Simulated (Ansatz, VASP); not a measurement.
# Ta2AlC2N in VASP and in Ansatz

```
CELL_PARAMETERS angstrom
-1.94234 1.94234 5.17904
1.94234 -1.94234 5.17904
1.94234 1.94234 -5.17904
ATOMIC_POSITIONS crystal
Ta 0.64575 0.64575 0.00000
Ta 0.35425 0.35425 0.00000
Al 0.00000 0.00000 0.00000
C 0.25000 0.75000 0.50000
C 0.75000 0.25000 0.50000
N 0.50000 0.50000 0.00000
```

Change from the starting cell: species swapped into the SmB2Rh2C type (I4/mmm, No. 139).

Alike in both runs: task relaxation of cell and atoms; functional PBE; k mesh 6 × 6 × 6; occupations gaussian, width 0.1 eV; no spin polarisation.

```csv
,VASP,Ansatz
version,VASP 6.6.1,Ansatz 0.2.0
potentials or method,"VASP PAW PBE potentials, release 64 (Ta_pv, Al, C, N), cutoff 600 eV","scalar-relativistic, plane waves, PAW"
valence electrons in the cell,38,42
```

|  | VASP | Ansatz | Ansatz less VASP |
| --- | --- | --- | --- |
| gap on the k mesh at the Fermi level, each at its own relaxed structure (eV) | none | none | - |
| relaxed volume (Å³/atom) | 17.28 | 14.30 | -2.977 |
| relaxed cell length with the largest relative difference (Å) | 7.388 | 5.826 | -1.5620 |

A gap of «none» marks a metal or a gap that the smearing closes. One of these differences is far larger than is usual between the two programs; its cause wasn't traced. VASP's potentials hold 38 valence electrons a cell and Ansatz's 42, so a difference there can come from the potentials and not from the codes.

The k mesh is coarse, so the values compare programs but aren't converged. Neither program's run includes spin-orbit coupling. Noted on VASP's run: the volume moved by over 15 % at a fixed basis, so the end points are rough.
